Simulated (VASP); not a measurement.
# WC (Fm-3m) in VASP: further runs

Aim: see how the results for WC move with the level of theory and the settings. Levels: PBEsol+D3(BJ), PBEsol+D4, RPBE+D3(BJ). Tasks: relaxation of cell and atoms.

All numbers are computed with VASP 6.6.1; they aren't measurements. Logs are shortened: lines on timing, memory, paths and dates and some standing lists are left out, and cuts for length are marked.

## (1) The cell of the first run

Symmetry: Fm-3m, No. 225, cubic system. The conventional cell has a = 4.385 Å, b = 4.385 Å, c = 4.385 Å, α = 90.00°, β = 90.00°, γ = 90.00°. W (site symmetry m-3m) has 6 C at 2.19 Å within 2.9 Å. Within 2.9 Å of C (site symmetry m-3m) lie 6 W at 2.19 Å.

## (2) Relaxation of cell and atoms, PBEsol+D3(BJ)

INCAR

```
SYSTEM = WC
PREC = Accurate
ENCUT = 600
EDIFF = 1E-6
ISMEAR = -1
SIGMA = 0.05
LREAL = .FALSE.
LASPH = .TRUE.
NELM = 100
ALGO = Normal
ISIF = 3
LWAVE = .FALSE.
LCHARG = .FALSE.
GGA = PS
IVDW = 12
IBRION = 2
NSW = 60
EDIFFG = -0.01
```

KPOINTS

```
Automatic mesh
0
G
  10 10 10
  0 0 0
```

POSCAR

```
WC
1.0
    0.0000000000      2.1926840000      2.1926840000
    2.1926840000      0.0000000000      2.1926840000
    2.1926840000      2.1926840000      0.0000000000
W C
1 1
Direct
    0.0000000000      0.0000000000      0.0000000000
    0.5000000000      0.5000000000      0.5000000000
```

Potentials or basis: VASP PAW PBE potentials, release 64 (W_sv, C).

Launch:

```
$ cat potpaw_PBE.64/W_sv/POTCAR potpaw_PBE.64/C/POTCAR > POTCAR
$ mpirun -np 1 vasp_std > vasp.out
```

OUTCAR:

```text
SYSTEM = WC
   PREC = Accurate
   ENCUT = 600
   EDIFF = 1E-6
   ISMEAR = -1
   LREAL = .FALSE.
   LASPH = .TRUE.
   NELM = 100
   ISIF = 3
   GGA = PS
   IVDW = 12
   IBRION = 2
   NSW = 60
   EDIFFG = -0.01
 IVDW          = 12

 ion  position               nearest neighbor table
   1  0.000  0.000  0.000-   2 2.19   2 2.19   2 2.19   2 2.19   2 2.19   2 2.19
   2  0.500  0.500  0.500-   1 2.19   1 2.19   1 2.19   1 2.19   1 2.19   1 2.19

  LATTYP: Found a face centered cubic cell.
 ALAT       =     4.3853680000

  Lattice vectors:

 A1 = (   0.0000000000,   2.1926840000,   2.1926840000)
 A2 = (   2.1926840000,   0.0000000000,   2.1926840000)
 A3 = (   2.1926840000,   2.1926840000,   0.0000000000)

Analysis of symmetry for initial positions (statically):
=====================================================================
 Subroutine PRICEL returns:
 Original cell was already a primitive cell.

 Routine SETGRP: Setting up the symmetry group for a
 face centered cubic supercell.

 Subroutine GETGRP returns: Found 48 space group operations
 (whereof 48 operations were pure point group operations)
 out of a pool of 48 trial point group operations.

The static configuration has the point symmetry O_h .

Analysis of symmetry for dynamics (positions and initial velocities):
=====================================================================
 Subroutine PRICEL returns:
 Original cell was already a primitive cell.

 Routine SETGRP: Setting up the symmetry group for a
 face centered cubic supercell.

 Subroutine GETGRP returns: Found 48 space group operations
 (whereof 48 operations were pure point group operations)
 out of a pool of 48 trial point group operations.

The dynamic configuration has the point symmetry O_h .

 Subroutine INISYM returns: Found 48 space group operations
 (whereof 48 operations are pure point group operations),
 and found     1 'primitive' translations

----------------------------------------------------------------------------------------

                                     Primitive cell

  volume of cell :      21.0842

  direct lattice vectors                    reciprocal lattice vectors
     0.000000000  2.192684000  2.192684000    -0.228031034  0.228031034  0.228031034
     2.192684000  0.000000000  2.192684000     0.228031034 -0.228031034  0.228031034
     2.192684000  2.192684000  0.000000000     0.228031034  0.228031034 -0.228031034

  length of vectors
     3.100923451  3.100923451  3.100923451     0.394961337  0.394961337  0.394961337

  position of ions in fractional coordinates (direct lattice)
     0.000000000  0.000000000  0.000000000
     0.500000000  0.500000000  0.500000000

  ion indices of the primitive-cell ions
   primitive index   ion index
                 1           1
                 2           2

----------------------------------------------------------------------------------------

 KPOINTS: Automatic mesh

Automatic generation of k-mesh.
 Grid dimensions read from file:
 generate k-points for:   10   10   10

 Generating k-lattice:

  Cartesian coordinates                     Fractional coordinates (reciprocal lattice)
    -0.022803103  0.022803103  0.022803103     0.100000000  0.000000000  0.000000000
     0.022803103 -0.022803103  0.022803103     0.000000000  0.100000000  0.000000000
     0.022803103  0.022803103 -0.022803103     0.000000000  0.000000000  0.100000000

  Length of vectors
     0.039496134  0.039496134  0.039496134

  Shift w.r.t. Gamma in fractional coordinates (k-lattice)
     0.000000000  0.000000000  0.000000000

 Subroutine IBZKPT returns following result:
 ===========================================

 Found     47 irreducible k-points:

 Following reciprocal coordinates:
            Coordinates               Weight
  0.000000  0.000000  0.000000      1.000000
  0.100000  0.000000  0.000000      8.000000
  0.200000  0.000000  0.000000      8.000000
  0.300000  0.000000  0.000000      8.000000
  0.400000  0.000000  0.000000      8.000000
  0.500000  0.000000  0.000000      4.000000
[... 16 lines left out ...]
  0.300000  0.300000  0.000000      6.000000
  0.400000  0.300000  0.000000     24.000000
 [... further k-points ...]
   k-points           NKPTS =     47   k-points in BZ     NKDIM =     47   number of bands    NBANDS=     13
   number of dos      NEDOS =    301   number of ions     NIONS =      2
   total plane-waves  NPLWV =  21952
   dimension x,y,z NGX =    28 NGY =   28 NGZ =   28
   dimension x,y,z NGXF=    56 NGYF=   56 NGZF=   56
   ions per type =               1   1
   NGX,Y,Z   is equivalent  to a cutoff of  15.01, 15.01, 15.01 a.u.
   NGXF,Y,Z  is equivalent  to a cutoff of  30.02, 30.02, 30.02 a.u.
 SYSTEM =  WC
   PREC   = accura    normal or accurate (medium, high low for compatibility)
   ISTART =      0    job   : 0-new  1-cont  2-samecut
   ICHARG =      2    charge: 1-file 2-atom 10-const
   ISPIN  =      1    spin polarized calculation?
   LNONCOLLINEAR =      F non collinear calculations
   LSORBIT =      F    spin-orbit coupling
   LASPH  =      T    aspherical Exc in radial PAW
   ENCUT  =  600.0 eV  44.10 Ry    6.64 a.u.   6.19  6.19  6.19*2*pi/ulx,y,z
   NELM   =    100;   NELMIN=  2; NELMDL= -5     # of ELM steps
   EDIFF  = 0.1E-05   stopping-criterion for ELM
   LREAL  =      F    real-space projection
   EDIFFG = -.1E-01   stopping-criterion for IOM
   NSW    =     60    number of steps for IOM
   IBRION =      2    ionic relax: 0-MD 1-quasi-New 2-CG
   NFREE  =      1    steps in history (QN), initial steepest desc. (CG)
   ISIF   =      3    stress and relaxation
   ISYM   =      2    0-nonsym 1-usesym 2-fastsym
   POTIM  = 0.5000    time-step for ionic-motion
   TEBEG  =    0.0;   TEEND  =   0.0 temperature during run
   PSTRESS=    0.0 pullay stress
   NELECT =      18.0000    total number of electrons
   NUPDOWN=      -1.0000    fix difference up-down
   EMIN   =  10.00;   EMAX   =-10.00  energy-range for DOS
   EFERMI =   0.00;   METHOD = LEGACY
   ISMEAR =    -1;   SIGMA  =   0.05  broadening in eV -4-tet -1-fermi 0-gaus
   EFERMI_NEDOS =   21; number of points for ismear=-14 and -15
   IALGO  =     38    algorithm
   IMIX   =      4    mixing-type and parameters
     AMIX     =   0.40;   BMIX     =  1.00
     AMIX_MAG =   1.60;   BMIX_MAG =  1.00
  volume/ion in A,a.u.               =      10.54        71.14
  Fermi-wavevector in a.u.,A,eV,Ry     =   1.553029  2.934800 32.815887  2.411900
  Thomas-Fermi vector in A             =   2.657319
   LORBIT       =      0    0 simple, 1 ext, 2 COOP (PROOUT), +10 PAW based schemes
   GGA     = PS    functional components
   LHFCALC =     F    Hartree Fock is set to
   AEXX    =    0.0000 exact exchange contribution
   IVDW    =    12    specifies the selected vdW correction
   LEPSILON=     F    determine dielectric tensor
   LRPA    =     F    only Hartree local field effects (RPA)
 conjugate gradient relaxation of ions
 non-spin polarized calculation
  energy-cutoff  :      600.00
  volume of cell :       21.08
 maximum number of plane-waves:       725
 NGX is ok and might be reduce to    28
   NGX = 13   NGY = 13   NGZ = 13

--------------------------------------- Ionic step        1  -------------------------------------------

 number of electron      18.0000001 magnetization

 Free energy of the ion-electron system (eV)
  ---------------------------------------------------
  ext. energy  EPLUGINS =         0.00000000
  ---------------------------------------------------
  free energy    TOTEN  =       -23.00076190 eV

  energy without entropy =      -22.99437215  energy(sigma->0) =      -22.99756702

------------------------ aborting loop because EDIFF is reached ----------------------------------------

 Edisp (eV)   -0.88498

 E8    (eV) :    -0.6097

  FORCE on cell =-STRESS in cart. coord.  units (eV):
  Direction    XX          YY          ZZ          XY          YZ          ZX
  --------------------------------------------------------------------------------------
  -------------------------------------------------------------------------------------
  Total      -2.11862    -2.11862    -2.11862     0.00000    -0.00000     0.00000
  in kB    -160.99233  -160.99233  -160.99233     0.00000    -0.00000     0.00000
  external pressure =     -160.99 kB  Pullay stress =        0.00 kB

 VOLUME and BASIS-vectors are now :
 -----------------------------------------------------------------------------
  energy-cutoff  :      600.00
  volume of cell :       21.08
      direct lattice vectors                 reciprocal lattice vectors
     0.000000000  2.192684000  2.192684000    -0.228031034  0.228031034  0.228031034
     2.192684000  0.000000000  2.192684000     0.228031034 -0.228031034  0.228031034
     2.192684000  2.192684000  0.000000000     0.228031034  0.228031034 -0.228031034
[... 201 lines left out ...]
 POSITION                                       TOTAL-FORCE (eV/Angst)
 -----------------------------------------------------------------------------------
      4.32387      2.16194      2.16194        -0.000000      0.000000      0.000000
      2.16194      2.16194      2.16194         0.000000     -0.000000     -0.000000
 -----------------------------------------------------------------------------------
    total drift:                                0.000000      0.000000      0.000000

  FREE ENERGIE OF THE ION-ELECTRON SYSTEM (eV)
  ---------------------------------------------------
  free  energy   TOTEN  =       -23.9324752061 eV

  energy  without entropy=      -23.9263394167  energy(sigma->0) =      -23.92940731

--------------------------------------- Ionic step        7  -------------------------------------------

 number of electron      18.0000000 magnetization

 Free energy of the ion-electron system (eV)
  ---------------------------------------------------
  ext. energy  EPLUGINS =         0.00000000
  ---------------------------------------------------
  free energy    TOTEN  =       -23.00804192 eV

  energy without entropy =      -23.00191358  energy(sigma->0) =      -23.00497775

 E-fermi :  12.9795     XC(G=0): -14.0836

 val. band max:       12.8846300215   @ k =   0.3000   0.2000   0.1000
 cond. band min:      13.0035157590   @ k =  -0.1000   0.1000   0.0000
 fundamental gap:      0.1188857375
 Fermi energy:        12.9795101788

 k-point     1 :       0.0000    0.0000    0.0000
  band No.  band energies     occupation
      1     -62.4145      2.00000
      2     -26.4076      2.00000
      3     -26.4076      2.00000
      4     -26.4076      2.00000
      5      -3.2406      2.00000
      6       9.9979      2.00000
      7       9.9979      2.00000
      8       9.9979      2.00000
      9      11.8082      2.00000
     10      11.8082      2.00000
     11      11.8082      2.00000
     12      11.9122      2.00000
     13      11.9122      2.00000

 k-point     2 :       0.1000    0.0000    0.0000
  band No.  band energies     occupation
      1     -62.4102      2.00000
      2     -26.4774      2.00000
      3     -26.4149      2.00000
      4     -26.4149      2.00000
      5      -2.9430      2.00000
      6       9.0656      2.00000
      7       9.5447      2.00000
      8       9.5447      2.00000
      9      10.6619      2.00000
     10      10.6619      2.00000
     11      12.1894      2.00000
[... 339 lines left out ...]
 k-point    24 :       0.4000    0.3000    0.0000
  band No.  band energies     occupation
      1     -62.3651      2.00000
      2     -26.9191      2.00000
      3     -26.6171      2.00000
      4     -26.5958      2.00000
      5      -0.6919      2.00000
      6       5.6259      2.00000
      7       7.1067      2.00000
      8       9.1281      2.00000
      9      10.0378      2.00000
     10      14.0469      0.00000
     11      15.5534      0.00000
     12      15.8796      0.00000
     13      19.7173      0.00000

 [... further k-points ...]

------------------------ aborting loop because EDIFF is reached ----------------------------------------

 Edisp (eV)   -0.92446

 E8    (eV) :    -0.6369

  FORCE on cell =-STRESS in cart. coord.  units (eV):
  Direction    XX          YY          ZZ          XY          YZ          ZX
  --------------------------------------------------------------------------------------
  -------------------------------------------------------------------------------------
  Total      -0.00108    -0.00108    -0.00108    -0.00000    -0.00000     0.00000
  in kB      -0.08576    -0.08576    -0.08576    -0.00000    -0.00000     0.00000
  external pressure =       -0.09 kB  Pullay stress =        0.00 kB

 VOLUME and BASIS-vectors are now :
 -----------------------------------------------------------------------------
  energy-cutoff  :      600.00
  volume of cell :       20.19
      direct lattice vectors                 reciprocal lattice vectors
     0.000000000  2.161195960  2.161195960    -0.231353384  0.231353384  0.231353384
     2.161195960 -0.000000000  2.161195960     0.231353384 -0.231353384  0.231353384
     2.161195960  2.161195960  0.000000000     0.231353384  0.231353384 -0.231353384

 POSITION                                       TOTAL-FORCE (eV/Angst)
 -----------------------------------------------------------------------------------
      0.00000      0.00000      0.00000        -0.000000      0.000000      0.000000
      2.16120      2.16120      2.16120         0.000000      0.000000     -0.000000
 -----------------------------------------------------------------------------------
    total drift:                               -0.000000      0.000000      0.000000

  FREE ENERGIE OF THE ION-ELECTRON SYSTEM (eV)
  ---------------------------------------------------
  free  energy   TOTEN  =       -23.9325030019 eV

  energy  without entropy=      -23.9263746623  energy(sigma->0) =      -23.92943883

 reached required accuracy - stopping structural energy minimisation
```

Wall time 42 s (1 thread of AMD EPYC 9R45 (Zen 5), shared host); peak memory 0.16 GiB.

Results:

| Quantity | Value |
| --- | --- |
| Free energy | -23.9325 eV |
| Relaxed volume | 10.09 Å³/atom |
| Relaxed cell | a = 3.056 Å, b = 3.056 Å, c = 3.056 Å, α = 60.00°, β = 60.00°, γ = 60.00° |
| Space group after relaxing (to 0.05 Å) | Fm-3m (No. 225) |
| Energy gained by relaxing | 23.4 meV/atom |
| Ionic steps | 7 |
| Pressure after relaxing | 0.0 GPa |
| Dispersion energy per atom | -0.462 eV |

The path:
```tsv
step	energy change (eV)	largest force (eV/Å)	pressure (GPa)	volume (Å³)
1	0.0000	0.0000	-16.10	21.08
2	0.3167	0.0000	59.22	18.01
3	-0.0467	0.0000	-0.72	20.23
4	-0.0468	0.0000	-0.16	20.20
5	-0.0468	0.0000	0.20	20.18
6	-0.0467	0.0000	-0.40	20.21
7	-0.0468	0.0000	-0.01	20.19
```

Final structure:
```
CELL_PARAMETERS angstrom
0.00000 2.16120 2.16120
2.16120 0.00000 2.16120
2.16120 2.16120 0.00000
ATOMIC_POSITIONS crystal
W 0.00000 0.00000 0.00000
C 0.50000 0.50000 0.50000
```

Caveat: the bands computed are all filled at some k points, so no gap is given; the PAW data sets were made with another functional, which shifts forces and pressure a little; spin-orbit coupling is left out, which moves the levels of the heavy elements.

## (3) Relaxation of cell and atoms, PBEsol+D4

INCAR

```
SYSTEM = WC
PREC = Accurate ; ENCUT = 600
EDIFF = 1E-7 ; ISMEAR = -1
SIGMA = 0.05 ; LREAL = .False.
LASPH = .True. ; NELM = 80
ALGO = Normal ; ISIF = 3
LWAVE = .False. ; LCHARG = .False.
GGA = PS ; IVDW = 13
IBRION = 2 ; NSW = 60
EDIFFG = -0.01
```

KPOINTS

```
regular mesh
0
Gamma
  10 10 10
  0 0 0
```

POSCAR is that of step 2.

Potentials or basis: VASP PAW PBE potentials, release 64 (W_sv, C).

Launch:

```
$ cat potpaw_PBE.64/W_sv/POTCAR potpaw_PBE.64/C/POTCAR > POTCAR
$ mpirun -np 1 vasp_std > vasp.out
```

It took 35 s on 1 thread of AMD EPYC 9R45 (Zen 5), shared host; peak memory 0.15 GiB.

It converged, with:

| Item | Value |
| --- | --- |
| Free energy | -23.5906 eV |
| Relaxed volume | 10.17 Å³/atom |
| Relaxed cell | a = 3.064 Å, b = 3.064 Å, c = 3.064 Å, α = 60.00°, β = 60.00°, γ = 60.00° |
| Space group after relaxing (to 0.05 Å) | Fm-3m (No. 225) |
| Energy gained by relaxing | 15.8 meV/atom |
| Ionic steps | 4 |
| Pressure after relaxing | -0.1 GPa |
| Dispersion energy per atom | -0.288 eV |

Step by step:
| step | energy change (eV) | largest force (eV/Å) | pressure (GPa) | volume (Å³) |
| --- | --- | --- | --- | --- |
| 1 | 0.0000 | 0.0000 | -13.20 | 21.08 |
| 2 | 0.2035 | 0.0000 | 45.34 | 18.54 |
| 3 | -0.0315 | 0.0000 | -0.49 | 20.37 |
| 4 | -0.0316 | 0.0000 | -0.06 | 20.35 |

Final structure:
```yaml
crystal:
  lattice:
    - [0.00000, 2.16692, 2.16692]
    - [2.16692, 0.00000, 2.16692]
    - [2.16692, 2.16692, 0.00000]
  atoms:
    - { symbol: W, position: [0.00000, 0.00000, 0.00000] }
    - { symbol: C, position: [0.50000, 0.50000, 0.50000] }
```

Levels at points of the mesh, in eV from the Fermi level:
| k point | band 5 | band 6 | band 7 | band 8 | band 9 | band 10 | band 11 | band 12 | band 13 |
| --- | --- | --- | --- | --- | --- | --- | --- | --- | --- |
| (0.00, 0.00, 0.00) | -16.15 | -2.95 | -2.95 | -2.95 | -1.16 | -1.16 | -1.16 | -1.06 | -1.06 |
| (0.50, 0.00, 0.00) | -11.26 | -10.18 | -6.89 | -6.89 | 1.07 | 1.07 | 2.43 | 4.90 | 9.16 |
| (0.50, 0.50, 0.00) | -13.89 | -6.12 | -5.73 | -2.59 | -2.59 | 0.86 | 2.37 | 2.37 | 5.72 |

Caveat: the bands computed are all filled at some k points, so no gap is given; the PAW data sets were made with another functional, which shifts forces and pressure a little; spin-orbit coupling is left out, which moves the levels of the heavy elements.

(Continued in part 2 of 2.)
